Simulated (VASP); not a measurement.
# Cd (P6_3/mmc) in VASP: single point with LDA

Aim: the single point of Cd with LDA.

Everything below comes from runs of VASP 6.6.1. Logs are shortened: lines on timing, memory, paths and dates and some standing lists are left out, and cuts for length are marked.

## (1) The cell of the first run

The structure is hexagonal, space group P6_3/mmc (No. 194). Conventional cell: a = 2.979 Å, b = 2.979 Å, c = 5.618 Å, α = 90.00°, β = 90.00°, γ = 120.00°. Within 3.9 Å of Cd (site symmetry -6m2) lie 12 Cd at 2.98 to 3.29 Å.

## (2) Single point, LDA

Contents of INCAR:

```
SYSTEM = Cd
ALGO = Fast
EDIFF = 1E-6
ENCUT = 520
ISIF = 2
ISMEAR = 0
LASPH = .True.
LCHARG = .True.
LELF = .True.
LREAL = .False.
LVHAR = .True.
LWAVE = .False.
NBANDS = 19
NELM = 60
PREC = Accurate
SIGMA = 0.15
```

Contents of KPOINTS:

```
k-points
0
Gamma
  18 18 8
  0 0 0
```

Contents of POSCAR:

```
Cd
1.0
    2.9788725081      0.0000000000      0.0000000000
   -1.4894362540      2.5797792666      0.0000000000
    0.0000000000      0.0000000000      5.6176500000
Cd
2
Direct
    0.3333333333      0.6666666667      0.2500000000
    0.6666666667      0.3333333333      0.7500000000
```

Potentials or basis: VASP PAW LDA potentials, release 64 (Cd).

Run with:

```console
$ cat potpaw_LDA.64/Cd/POTCAR > POTCAR
$ mpirun -np 1 vasp_std > vasp.out
```

OUTCAR:

```text
SYSTEM = Cd
   EDIFF = 1E-6
   ENCUT = 520
   ISIF = 2
   ISMEAR = 0
   LASPH = .True.
   LREAL = .False.
   NELM = 60
   PREC = Accurate

 ion  position               nearest neighbor table
   1  0.333  0.667  0.250-   2 3.29   2 3.29   2 3.29   2 3.29   2 3.29   2 3.29
   2  0.667  0.333  0.750-   1 3.29   1 3.29   1 3.29   1 3.29   1 3.29   1 3.29

  LATTYP: Found a hexagonal cell.
 ALAT       =     2.9788725081
 C/A-ratio  =     1.8858309594

  Lattice vectors:

 A1 = (   2.9788725081,   0.0000000000,   0.0000000000)
 A2 = (  -1.4894362540,   2.5797792666,   0.0000000000)
 A3 = (   0.0000000000,   0.0000000000,   5.6176500000)

Analysis of symmetry for initial positions (statically):
=====================================================================
 Subroutine PRICEL returns:
 Original cell was already a primitive cell.

 Routine SETGRP: Setting up the symmetry group for a
 hexagonal supercell.

 Subroutine GETGRP returns: Found 24 space group operations
 (whereof 12 operations were pure point group operations)
 out of a pool of 24 trial point group operations.

The static configuration has the point symmetry D_3d.
 The point group associated with its full space group is D_6h.

Analysis of symmetry for dynamics (positions and initial velocities):
=====================================================================
 Subroutine PRICEL returns:
 Original cell was already a primitive cell.

 Routine SETGRP: Setting up the symmetry group for a
 hexagonal supercell.

 Subroutine GETGRP returns: Found 24 space group operations
 (whereof 12 operations were pure point group operations)
 out of a pool of 24 trial point group operations.

The dynamic configuration has the point symmetry D_3d.
 The point group associated with its full space group is D_6h.

 Subroutine INISYM returns: Found 24 space group operations
 (whereof 12 operations are pure point group operations),
 and found     1 'primitive' translations

----------------------------------------------------------------------------------------

                                     Primitive cell

  volume of cell :      43.1707

  direct lattice vectors                    reciprocal lattice vectors
     2.978872508  0.000000000  0.000000000     0.335697482  0.193815032  0.000000000
    -1.489436254  2.579779267  0.000000000     0.000000000  0.387630063  0.000000000
     0.000000000  0.000000000  5.617650000     0.000000000  0.000000000  0.178010378

  length of vectors
     2.978872508  2.978872508  5.617650000     0.387630063  0.387630063  0.178010378

  position of ions in fractional coordinates (direct lattice)
     0.333333333  0.666666667  0.250000000
     0.666666667  0.333333333  0.750000000

  ion indices of the primitive-cell ions
   primitive index   ion index
                 1           1
                 2           2

----------------------------------------------------------------------------------------

 KPOINTS: k-points

Automatic generation of k-mesh.
 Grid dimensions read from file:
 generate k-points for:   18   18    8

 Generating k-lattice:

  Cartesian coordinates                     Fractional coordinates (reciprocal lattice)
     0.018649860  0.010767502  0.000000000     0.055555556 -0.000000000  0.000000000
     0.000000000  0.021535004  0.000000000     0.000000000  0.055555556  0.000000000
     0.000000000  0.000000000  0.022251297     0.000000000  0.000000000  0.125000000

  Length of vectors
     0.021535004  0.021535004  0.022251297

  Shift w.r.t. Gamma in fractional coordinates (k-lattice)
     0.000000000  0.000000000  0.000000000

 Subroutine IBZKPT returns following result:
 ===========================================

 Found    185 irreducible k-points:

 Following reciprocal coordinates:
            Coordinates               Weight
  0.000000  0.000000  0.000000      1.000000
  0.055556 -0.000000  0.000000      6.000000
  0.111111 -0.000000  0.000000      6.000000
  0.166667  0.000000  0.000000      6.000000
  0.222222 -0.000000  0.000000      6.000000
  0.277778 -0.000000  0.000000      6.000000
[... 16 lines left out ...]
  0.333333  0.111111  0.000000     12.000000
  0.388889  0.111111  0.000000     12.000000
 [... further k-points ...]
   k-points           NKPTS =    185   k-points in BZ     NKDIM =    185   number of bands    NBANDS=     19
   number of dos      NEDOS =    301   number of ions     NIONS =      2
   total plane-waves  NPLWV =  24192
   dimension x,y,z NGX =    24 NGY =   24 NGZ =   42
   dimension x,y,z NGXF=    48 NGYF=   48 NGZF=   84
   ions per type =               2
   NGX,Y,Z   is equivalent  to a cutoff of  13.39, 13.39, 12.43 a.u.
   NGXF,Y,Z  is equivalent  to a cutoff of  26.79, 26.79, 24.86 a.u.
 SYSTEM =  Cd
   PREC   = accura    normal or accurate (medium, high low for compatibility)
   ISTART =      0    job   : 0-new  1-cont  2-samecut
   ICHARG =      2    charge: 1-file 2-atom 10-const
   ISPIN  =      1    spin polarized calculation?
   LNONCOLLINEAR =      F non collinear calculations
   LSORBIT =      F    spin-orbit coupling
   LASPH  =      T    aspherical Exc in radial PAW
   ENCUT  =  520.0 eV  38.22 Ry    6.18 a.u.   5.54  5.54 10.45*2*pi/ulx,y,z
   NELM   =     60;   NELMIN=  2; NELMDL= -5     # of ELM steps
   EDIFF  = 0.1E-05   stopping-criterion for ELM
   LREAL  =      F    real-space projection
   EDIFFG = 0.1E-04   stopping-criterion for IOM
   NSW    =      0    number of steps for IOM
   IBRION =     -1    ionic relax: 0-MD 1-quasi-New 2-CG
   NFREE  =      0    steps in history (QN), initial steepest desc. (CG)
   ISIF   =      2    stress and relaxation
   ISYM   =      2    0-nonsym 1-usesym 2-fastsym
   POTIM  = 0.5000    time-step for ionic-motion
   TEBEG  =    0.0;   TEEND  =   0.0 temperature during run
   PSTRESS=    0.0 pullay stress
   NELECT =      24.0000    total number of electrons
   NUPDOWN=      -1.0000    fix difference up-down
   EMIN   =  10.00;   EMAX   =-10.00  energy-range for DOS
   EFERMI =   0.00;   METHOD = LEGACY
   ISMEAR =     0;   SIGMA  =   0.15  broadening in eV -4-tet -1-fermi 0-gaus
   EFERMI_NEDOS =   21; number of points for ismear=-14 and -15
   IALGO  =     68    algorithm
   IMIX   =      4    mixing-type and parameters
     AMIX     =   0.40;   BMIX     =  1.00
     AMIX_MAG =   1.60;   BMIX_MAG =  1.00
  volume/ion in A,a.u.               =      21.59       145.67
  Fermi-wavevector in a.u.,A,eV,Ry     =   1.346115  2.543789 24.654109  1.812026
  Thomas-Fermi vector in A             =   2.473973
   LORBIT       =      0    0 simple, 1 ext, 2 COOP (PROOUT), +10 PAW based schemes
   GGA     = CA    functional components
   LHFCALC =     F    Hartree Fock is set to
   AEXX    =    0.0000 exact exchange contribution
   IVDW    =     0    specifies the selected vdW correction
   LEPSILON=     F    determine dielectric tensor
   LRPA    =     F    only Hartree local field effects (RPA)
 non-spin polarized calculation
 RMM-DIIS sequential band-by-band and
 Gauss-broadening in eV      SIGMA  =   0.15
  energy-cutoff  :      520.00
  volume of cell :       43.17
 maximum number of plane-waves:      1188
 NGX is ok and might be reduce to    24
   NGX = 11   NGY = 11   NGZ = 21

 number of electron      23.9999993 magnetization

 Free energy of the ion-electron system (eV)
  ---------------------------------------------------
  ext. energy  EPLUGINS =         0.00000000
  ---------------------------------------------------
  free energy    TOTEN  =        -3.00933266 eV

  energy without entropy =       -3.00286137  energy(sigma->0) =       -3.00609701

 E-fermi :   2.8081     XC(G=0): -11.3704

 val. band max:        2.8003976604   @ k =   0.3333   0.1111   0.0000
 cond. band min:       2.8663054941   @ k =   0.4444   0.0556   0.3750
 fundamental gap:      0.0659078337
 Fermi energy:         2.8080608341

 k-point     1 :       0.0000    0.0000    0.0000
  band No.  band energies     occupation
      1      -7.1257      2.00000
      2      -6.8574      2.00000
      3      -6.4793      2.00000
      4      -6.4793      2.00000
      5      -6.4276      2.00000
      6      -6.4276      2.00000
[... 11 lines left out ...]
     18      17.6624      0.00000
     19      18.5218      0.00000

 k-point     2 :       0.0556   -0.0000    0.0000
  band No.  band energies     occupation
      1      -7.0922      2.00000
      2      -6.8237      2.00000
      3      -6.4917      2.00000
      4      -6.4502      2.00000
      5      -6.4394      2.00000
      6      -6.3995      2.00000
[... 11 lines left out ...]
     18      17.6496      0.00000
     19      18.8233      0.00000

 k-point     3 :       0.1111   -0.0000    0.0000
  band No.  band energies     occupation
      1      -7.0064      2.00000
      2      -6.7517      2.00000
      3      -6.5235      2.00000
      4      -6.4618      2.00000
      5      -6.3655      2.00000
      6      -6.3179      2.00000
[... 11 lines left out ...]
     18      17.5057      0.00000
     19      18.6950      0.00000

 k-point     4 :       0.1667    0.0000    0.0000
  band No.  band energies     occupation
      1      -6.9302      2.00000
      2      -6.6894      2.00000
      3      -6.5770      2.00000
      4      -6.4247      2.00000
      5      -6.2332      2.00000
      6      -6.1905      2.00000
[... 11 lines left out ...]
     18      16.5229      0.00000
     19      16.8549      0.00000

 k-point     5 :       0.2222   -0.0000    0.0000
  band No.  band energies     occupation
      1      -6.9484      2.00000
      2      -6.7181      2.00000
      3      -6.5258      2.00000
      4      -6.3474      2.00000
      5      -6.3105      2.00000
      6      -6.0828      2.00000
[... 11 lines left out ...]
     18      15.6237      0.00000
     19      16.1677      0.00000

 k-point     6 :       0.2778   -0.0000    0.0000
  band No.  band energies     occupation
      1      -7.0278      2.00000
      2      -6.8170      2.00000
      3      -6.5252      2.00000
      4      -6.3989      2.00000
      5      -6.1875      2.00000
      6      -6.1520      2.00000
[... 11 lines left out ...]
     18      15.9288      0.00000
     19      16.0357      0.00000

 k-point     7 :       0.3333    0.0000    0.0000
  band No.  band energies     occupation
      1      -7.1179      2.00000
      2      -6.9147      2.00000
      3      -6.6804      2.00000
      4      -6.2872      2.00000
      5      -6.2788      2.00000
      6      -6.1642      2.00000
[... 11 lines left out ...]
     18      15.7492      0.00000
     19      16.5813      0.00000

 k-point     8 :       0.3889    0.0000    0.0000
  band No.  band energies     occupation
      1      -7.1950      2.00000
      2      -6.9944      2.00000
      3      -6.7984      2.00000
      4      -6.3503      2.00000
      5      -6.2011      2.00000
      6      -6.1986      2.00000
[... 256 lines left out ...]
 k-point    20 :       0.1667    0.1111    0.0000
  band No.  band energies     occupation
      1      -6.8212      2.00000
      2      -6.6613      2.00000
      3      -6.5700      2.00000
      4      -6.4009      2.00000
      5      -6.3671      2.00000
      6      -6.2310      2.00000
[... 11 lines left out ...]
     18      15.6903      0.00000
     19      15.7365      0.00000

 k-point    21 :       0.2222    0.1111    0.0000
  band No.  band energies     occupation
      1      -6.9048      2.00000
      2      -6.7092      2.00000
      3      -6.5314      2.00000
      4      -6.4672      2.00000
      5      -6.2934      2.00000
      6      -6.2517      2.00000
[... 11 lines left out ...]
     18      15.0129      0.00000
     19      15.4607      0.00000

 k-point    22 :       0.2778    0.1111    0.0000
  band No.  band energies     occupation
      1      -6.9951      2.00000
      2      -6.7942      2.00000
      3      -6.6724      2.00000
      4      -6.3431      2.00000
      5      -6.3293      2.00000
      6      -6.1446      2.00000
[... 11 lines left out ...]
     18      14.3923      0.00000
     19      15.0850      0.00000

 k-point    23 :       0.3333    0.1111    0.0000
  band No.  band energies     occupation
      1      -7.0705      2.00000
      2      -6.8663      2.00000
      3      -6.7791      2.00000
      4      -6.3768      2.00000
      5      -6.2201      2.00000
      6      -6.2099      2.00000
[... 11 lines left out ...]
     18      13.9144      0.00000
     19      14.7726      0.00000

 k-point    24 :       0.3889    0.1111    0.0000
  band No.  band energies     occupation
      1      -7.1198      2.00000
      2      -6.9137      2.00000
      3      -6.8451      2.00000
      4      -6.3939      2.00000
      5      -6.2568      2.00000
      6      -6.1516      2.00000
[... 11 lines left out ...]
     18      13.6129      0.00000
     19      14.5788      0.00000

 [... further k-points ...]
[... 5 lines left out ...]
  --------------------------------------------------------------------------------------
  -------------------------------------------------------------------------------------
  Total       -1.1768062     -1.1768062     -0.7763178     -0.0000000      0.0000000      0.0000000
  in kB      -43.6743430    -43.6743430    -28.8111766     -0.0000000      0.0000000      0.0000000
  external PRESSURE =     -38.7199542 kB  Pullay stress =       0.0000000 kB

 VOLUME and BASIS-vectors are now :
 -----------------------------------------------------------------------------
  energy-cutoff  :      520.00
  volume of cell :       43.17
      direct lattice vectors                 reciprocal lattice vectors
     2.978872508  0.000000000  0.000000000     0.335697482  0.193815032  0.000000000
    -1.489436254  2.579779267  0.000000000     0.000000000  0.387630063  0.000000000
     0.000000000  0.000000000  5.617650000     0.000000000  0.000000000  0.178010378

 POSITION                                       TOTAL-FORCE (eV/Angst)
 -----------------------------------------------------------------------------------
     -0.00000      1.71985      1.40441        -0.000000     -0.000000      0.000000
      1.48944      0.85993      4.21324         0.000000      0.000000      0.000000
 -----------------------------------------------------------------------------------
    total drift:                                0.000000     -0.000000      0.000000

  FREE ENERGIE OF THE ION-ELECTRON SYSTEM (eV)
  ---------------------------------------------------
  free  energy   TOTEN  =        -3.0093326566 eV

  energy  without entropy=       -3.0028613666  energy(sigma->0) =       -3.00609701
```

Wall time 50 s (1 thread of Intel Xeon Platinum 8559C (Emerald Rapids), shared host); peak memory 0.23 GiB.

What came out:

| Item | Value |
| --- | --- |
| Free energy | -3.0093 eV |
| Pressure | -3.9 GPa |
| Band gap on the k mesh | zero (bands 12 and 13 overlap by 4.52 eV) |

Stress tensor (GPa, compression positive):
```
-4.37  0.00  0.00
 0.00 -4.37  0.00
 0.00  0.00 -2.88
```

Caveat: the cell stands under tension.

The gap in the log of VASP goes by the Fermi energy; the results here count the filled bands.